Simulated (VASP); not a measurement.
# AlN (P6_3mc) in VASP: a series of runs

AlN is run at these levels: PBEsol; tasks: electric field gradients.

All numbers are computed with VASP 6.6.1; they aren't measurements. Logs are shortened: lines on timing, memory, paths and dates and some standing lists are left out, and cuts for length are marked.

### Step 1. The cell of the first run

Symmetry: P6_3mc, No. 186, hexagonal system. The conventional cell has a = 3.121 Å, b = 3.121 Å, c = 4.995 Å, α = 90.00°, β = 90.00°, γ = 120.00°. Al (site symmetry 3m) has 4 N at 1.89 to 1.92 Å within 2.5 Å. Within 2.5 Å of N (site symmetry 3m) lie 4 Al at 1.89 to 1.92 Å.

### Step 2. Electric field gradients, PBEsol (10.54 Å³/atom)

Input file INCAR:

```
PREC = Accurate
ENCUT = 520
EDIFF = 1E-8
ISMEAR = -1
SIGMA = 0.02
LREAL = False
LASPH = True
NELM = 80
ALGO = Normal
ISIF = 2
LWAVE = False
LCHARG = False
GGA = PS
LEFG = True
NBANDS = 16
```

Input file KPOINTS:

```
Automatic mesh
0
Gamma
  11 11 6
```

Input file POSCAR:

```
AlN
1.0
    3.1213377828      0.0000000000      0.0000000000
   -1.5606688914      2.7031578137      0.0000000000
    0.0000000000      0.0000000000      4.9945383275
Al N
2 2
Direct
    0.3333333333      0.6666666667      0.0000000000
    0.6666666667      0.3333333333      0.5000000000
    0.3333333333      0.6666666667      0.3850000000
    0.6666666667      0.3333333333      0.8850000000
```

Potentials or basis: VASP PAW PBE potentials, release 64 (Al, N).

Run with:

```sh
> cat potpaw_PBE.64/Al/POTCAR potpaw_PBE.64/N/POTCAR > POTCAR
> mpirun -np 1 vasp_std > vasp.out
```

OUTCAR:

```text
PREC = Accurate
   ENCUT = 520
   EDIFF = 1E-8
   ISMEAR = -1
   LREAL = False
   LASPH = True
   NELM = 80
   ISIF = 2
   GGA = PS

 ion  position               nearest neighbor table
   1  0.333  0.667  0.000-   4 1.89   4 1.89   4 1.89   3 1.92   2 3.08   2 3.08   2 3.08   2 3.08
                             2 3.08   2 3.08
   2  0.667  0.333  0.500-   3 1.89   3 1.89   3 1.89   4 1.92   1 3.08   1 3.08   1 3.08   1 3.08
                             1 3.08   1 3.08
   3  0.333  0.667  0.385-   2 1.89   2 1.89   2 1.89   1 1.92
   4  0.667  0.333  0.885-   1 1.89   1 1.89   1 1.89   2 1.92

  LATTYP: Found a hexagonal cell.
 ALAT       =     3.1213377828
 C/A-ratio  =     1.6001274694

  Lattice vectors:

 A1 = (   3.1213377828,   0.0000000000,   0.0000000000)
 A2 = (  -1.5606688914,   2.7031578137,   0.0000000000)
 A3 = (   0.0000000000,   0.0000000000,   4.9945383275)

Analysis of symmetry for initial positions (statically):
=====================================================================
 Subroutine PRICEL returns:
 Original cell was already a primitive cell.

 Routine SETGRP: Setting up the symmetry group for a
 hexagonal supercell.

 Subroutine GETGRP returns: Found 12 space group operations
 (whereof  6 operations were pure point group operations)
 out of a pool of 24 trial point group operations.

The static configuration has the point symmetry C_3v.
 The point group associated with its full space group is C_6v.

Analysis of symmetry for dynamics (positions and initial velocities):
=====================================================================
 Subroutine PRICEL returns:
 Original cell was already a primitive cell.

 Routine SETGRP: Setting up the symmetry group for a
 hexagonal supercell.

 Subroutine GETGRP returns: Found 12 space group operations
 (whereof  6 operations were pure point group operations)
 out of a pool of 24 trial point group operations.

The dynamic configuration has the point symmetry C_3v.
 The point group associated with its full space group is C_6v.

 Subroutine INISYM returns: Found 12 space group operations
 (whereof  6 operations are pure point group operations),
 and found     1 'primitive' translations

----------------------------------------------------------------------------------------

                                     Primitive cell

  volume of cell :      42.1413

  direct lattice vectors                    reciprocal lattice vectors
     3.121337783  0.000000000  0.000000000     0.320375451  0.184968853  0.000000000
    -1.560668891  2.703157814  0.000000000     0.000000000  0.369937706  0.000000000
     0.000000000  0.000000000  4.994538327     0.000000000  0.000000000  0.200218706

  length of vectors
     3.121337783  3.121337783  4.994538327     0.369937706  0.369937706  0.200218706

  position of ions in fractional coordinates (direct lattice)
     0.333333333  0.666666667  0.000000000
     0.666666667  0.333333333  0.500000000
     0.333333333  0.666666667  0.385000000
     0.666666667  0.333333333  0.885000000

  ion indices of the primitive-cell ions
   primitive index   ion index
                 1           1
                 2           2
                 3           3
                 4           4

----------------------------------------------------------------------------------------

 KPOINTS: Automatic mesh

Automatic generation of k-mesh.
 Grid dimensions read from file:
 generate k-points for:   11   11    6

 Generating k-lattice:

  Cartesian coordinates                     Fractional coordinates (reciprocal lattice)
     0.029125041  0.016815350  0.000000000     0.090909091  0.000000000  0.000000000
     0.000000000  0.033630701  0.000000000     0.000000000  0.090909091  0.000000000
     0.000000000  0.000000000  0.033369784     0.000000000  0.000000000  0.166666667

  Length of vectors
     0.033630701  0.033630701  0.033369784

[... 37 lines left out ...]
   total plane-waves  NPLWV =  23040
   dimension x,y,z NGX =    24 NGY =   24 NGZ =   40
   dimension x,y,z NGXF=    48 NGYF=   48 NGZF=   80
   ions per type =               2   2
   NGX,Y,Z   is equivalent  to a cutoff of  12.78, 12.78, 13.31 a.u.
   NGXF,Y,Z  is equivalent  to a cutoff of  25.57, 25.57, 26.63 a.u.
 SYSTEM =  unknown system
   PREC   = accura    normal or accurate (medium, high low for compatibility)
   ISTART =      0    job   : 0-new  1-cont  2-samecut
   ICHARG =      2    charge: 1-file 2-atom 10-const
   ISPIN  =      1    spin polarized calculation?
   LNONCOLLINEAR =      F non collinear calculations
   LSORBIT =      F    spin-orbit coupling
   LASPH  =      T    aspherical Exc in radial PAW
   ENCUT  =  520.0 eV  38.22 Ry    6.18 a.u.   5.80  5.80  9.29*2*pi/ulx,y,z
   NELM   =     80;   NELMIN=  2; NELMDL= -5     # of ELM steps
   EDIFF  = 0.1E-07   stopping-criterion for ELM
   LREAL  =      F    real-space projection
   EDIFFG = 0.1E-06   stopping-criterion for IOM
   NSW    =      0    number of steps for IOM
   IBRION =     -1    ionic relax: 0-MD 1-quasi-New 2-CG
   NFREE  =      0    steps in history (QN), initial steepest desc. (CG)
   ISIF   =      2    stress and relaxation
   ISYM   =      2    0-nonsym 1-usesym 2-fastsym
   POTIM  = 0.5000    time-step for ionic-motion
   TEBEG  =    0.0;   TEEND  =   0.0 temperature during run
   PSTRESS=    0.0 pullay stress
   NELECT =      16.0000    total number of electrons
   NUPDOWN=      -1.0000    fix difference up-down
   EMIN   =  10.00;   EMAX   =-10.00  energy-range for DOS
   EFERMI =   0.00;   METHOD = LEGACY
   ISMEAR =    -1;   SIGMA  =   0.02  broadening in eV -4-tet -1-fermi 0-gaus
   EFERMI_NEDOS =   21; number of points for ismear=-14 and -15
   IALGO  =     38    algorithm
   IMIX   =      4    mixing-type and parameters
     AMIX     =   0.40;   BMIX     =  1.00
     AMIX_MAG =   1.60;   BMIX_MAG =  1.00
  volume/ion in A,a.u.               =      10.54        71.10
  Fermi-wavevector in a.u.,A,eV,Ry     =   1.185438  2.240154 19.119780  1.405264
  Thomas-Fermi vector in A             =   2.321632
   LORBIT       =      0    0 simple, 1 ext, 2 COOP (PROOUT), +10 PAW based schemes
   GGA     = PS    functional components
   LHFCALC =     F    Hartree Fock is set to
   AEXX    =    0.0000 exact exchange contribution
   IVDW    =     0    specifies the selected vdW correction
   LEPSILON=     F    determine dielectric tensor
   LRPA    =     F    only Hartree local field effects (RPA)
 non-spin polarized calculation
  energy-cutoff  :      520.00
  volume of cell :       42.14
 maximum number of plane-waves:      1150
 NGX is ok and might be reduce to    24
   NGX = 11   NGY = 11   NGZ = 19

 number of electron      15.9999998 magnetization

 Free energy of the ion-electron system (eV)
  ---------------------------------------------------
  ext. energy  EPLUGINS =         0.00000000
  ---------------------------------------------------
  free energy    TOTEN  =       -31.30853770 eV

  energy without entropy =      -31.30853770  energy(sigma->0) =      -31.30853770

 E-fermi :   6.4655     XC(G=0): -11.0686

 val. band max:        6.0317732833   @ k =   0.0000   0.0000   0.0000
 cond. band min:      10.0355047964   @ k =   0.0000   0.0000   0.0000
 fundamental gap:      4.0037315131
 Fermi energy:         6.4655082508

 k-point     1 :       0.0000    0.0000    0.0000
  band No.  band energies     occupation
      1      -9.1362      2.00000
      2      -6.9800      2.00000
      3      -0.0175      2.00000
      4       5.0866      2.00000
      5       5.0866      2.00000
      6       5.7398      2.00000
[... 433 lines left out ...]
      3       1.0152      2.00000
      4       2.9244      2.00000
      5       3.3250      2.00000
      6       4.4426      2.00000
[... 8 lines left out ...]
     15      18.2190      0.00000
     16      19.2786      0.00000

 [... further k-points ...]
[... 5 lines left out ...]
  --------------------------------------------------------------------------------------
  -------------------------------------------------------------------------------------
  Total       -0.2304464     -0.2304464     -0.6871001      0.0000000      0.0000000     -0.0000000
  in kB       -8.7613884     -8.7613884    -26.1230026      0.0000000      0.0000000     -0.0000000
  external PRESSURE =     -14.5485932 kB  Pullay stress =       0.0000000 kB

 VOLUME and BASIS-vectors are now :
 -----------------------------------------------------------------------------
  energy-cutoff  :      520.00
  volume of cell :       42.14
      direct lattice vectors                 reciprocal lattice vectors
     3.121337783  0.000000000  0.000000000     0.320375451  0.184968853  0.000000000
    -1.560668891  2.703157814  0.000000000     0.000000000  0.369937706  0.000000000
     0.000000000  0.000000000  4.994538327     0.000000000  0.000000000  0.200218706

 POSITION                                       TOTAL-FORCE (eV/Angst)
 -----------------------------------------------------------------------------------
     -0.00000      1.80211      0.00000         0.000000     -0.000000      0.177356
      1.56067      0.90105      2.49727         0.000000      0.000000      0.177356
     -0.00000      1.80211      1.92290        -0.000000     -0.000000     -0.177356
      1.56067      0.90105      4.42017         0.000000      0.000000     -0.177356
 -----------------------------------------------------------------------------------
    total drift:                               -0.000000      0.000000      0.000494

  FREE ENERGIE OF THE ION-ELECTRON SYSTEM (eV)
  ---------------------------------------------------
  free  energy   TOTEN  =       -31.3085377036 eV

  energy  without entropy=      -31.3085377036  energy(sigma->0) =      -31.30853770

 Electric field gradients (V/A^2)
---------------------------------------------------------------------
 ion       V_xx      V_yy      V_zz      V_xy      V_xz      V_yz
---------------------------------------------------------------------
   1      -4.206    -4.206     8.412     0.000     0.000    -0.000
   2      -4.206    -4.206     8.412     0.000    -0.000     0.000
   3      -0.309    -0.309     0.618    -0.000     0.000    -0.000
   4      -0.309    -0.309     0.618    -0.000    -0.000     0.000
---------------------------------------------------------------------

 Electric field gradients after diagonalization (V/A^2)
 (convention: |V_zz| > |V_xx| > |V_yy|)
----------------------------------------------------------------------
 ion       V_xx      V_yy      V_zz     asymmetry (V_yy - V_xx)/ V_zz
----------------------------------------------------------------------
   1      -4.206    -4.206     8.412       0.000
   2      -4.206    -4.206     8.412       0.000
   3      -0.309    -0.309     0.618       0.001
   4      -0.309    -0.309     0.618       0.001
----------------------------------------------------------------------

           NMR quadrupolar parameters

 Cq : quadrupolar parameter    Cq=e*Q*V_zz/h
 eta: asymmetry parameters     (V_yy - V_xx)/ V_zz
 Q  : nuclear electric quadrupole moment in mb (millibarn)
----------------------------------------------------------------------
 ion       Cq(MHz)       eta       Q (mb)
----------------------------------------------------------------------
   1       0.020       0.000       1.000
   2       0.020       0.000       1.000
   3       0.001       0.001       1.000
   4       0.001       0.001       1.000
----------------------------------------------------------------------
```

Run time: 55 s. Hardware: 1 thread of Intel Xeon 8259CL, shared host; peak memory 0.17 GiB.

Results:

* Free energy: -31.3085 eV
* Pressure: -1.5 GPa
* Largest force: 0.177 eV/Å
* Band gap on the k mesh: 4.00 eV
* Largest electric field gradient by atom: Al +8.4; N +0.6 V/Å²

Forces on the atoms (eV/Å):
```
Al   0.000  0.000  0.177
Al   0.000  0.000  0.177
N    0.000  0.000 -0.177
N    0.000  0.000 -0.177
```

Electric field gradients, principal values (V/Å²):
```
atom   least  middle  greatest (by size)
1 Al  -4.206  -4.206               8.412
2 Al  -4.206  -4.206               8.412
 3 N  -0.309  -0.309               0.618
 4 N  -0.309  -0.309               0.618
```

Caveat: without QUAD_EFG the Cq values of the log hold for a quadrupole moment of 1 mb, not for the nuclei; the PAW data sets were made with another functional, which shifts forces and pressure a little; an odd mesh through Γ misses points on the zone boundary, where band edges can lie.

(Part 1 of 2 ends here.)
